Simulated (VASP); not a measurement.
Set up this calculation in VASP 6.6.1, as the native input.

| Item | Value |
| --- | --- |
| Task | single point |
| Functional | HSE06 |
| Potentials or basis | VASP PAW PBE potentials, release 64 (Li_sv, Cl) |
| Cutoff | 520 eV |
| k mesh | 6 × 6 × 6 |
| Occupations | gaussian, width 0.01 eV |
| Spin | no spin polarisation |
| Dipole correction | no |
| Grid for exact exchange (PRECFOCK) | Normal |
| Further INCAR settings | ALGO = Normal; EDIFF = 1e-06; NBANDS = 12 |
| Screening parameter | 0.2079 1/Å |

LiCl:

```
CELL_PARAMETERS angstrom
0.00000 2.44816 2.55603
2.55603 0.00000 2.55603
2.55603 2.44816 0.00000
ATOMIC_POSITIONS crystal
Li 0.00000 0.00000 0.00000
Cl 0.50000 0.50000 0.50000
```

This cell differs from its parent crystal: uniaxial y strain -4.2%.

The input as run:

POSCAR

```
LiCl
1.0
    0.0000000000      2.4481609426      2.5560252063
    2.5560252063      0.0000000000      2.5560252063
    2.5560252063      2.4481609426      0.0000000000
Li Cl
1 1
Direct
    0.0000000000      0.0000000000      0.0000000000
    0.5000000000      0.5000000000      0.5000000000
```

INCAR.step1

```
SYSTEM = LiCl
PREC = Accurate
ENCUT = 520
EDIFF = 1E-5
ISMEAR = 0
SIGMA = 0.01
LREAL = .FALSE.
LASPH = .TRUE.
NELM = 80
ALGO = Normal
ISIF = 2
LWAVE = .TRUE.
LCHARG = .FALSE.
GGA = PE
NBANDS = 12
```

INCAR.step2

```
SYSTEM = LiCl
PREC = Accurate
ENCUT = 520
EDIFF = 1E-6
ISMEAR = 0
SIGMA = 0.01
LREAL = .FALSE.
LASPH = .TRUE.
NELM = 80
ALGO = Normal
ISIF = 2
LWAVE = .FALSE.
LCHARG = .FALSE.
GGA = PE
LHFCALC = .TRUE.
HFSCREEN = 0.2079
PRECFOCK = Normal
ISTART = 1
NBANDS = 12
```

KPOINTS

```
regular mesh
0
G
  6 6 6
  0 0 0
```

Potentials or basis: VASP PAW PBE potentials, release 64 (Li_sv, Cl).

Launch:

```bash
$ cat potpaw_PBE.64/Li_sv/POTCAR potpaw_PBE.64/Cl/POTCAR > POTCAR
$ cp INCAR.step1 INCAR
$ mpirun -np 1 vasp_std > vasp.out
$ cp INCAR.step2 INCAR
$ mpirun -np 1 vasp_std > vasp.out
```

Results of the run:

| Property | Result |
| --- | --- |
| Band gap on the k mesh | 8.02 eV, direct |

Caveat: the cell differs from its parent crystal (uniaxial y strain -4.2%).

Wall time 29 min on 1 thread of Oxide Virtual Turin-like Processor (shared host), peak memory 0.23 GiB.
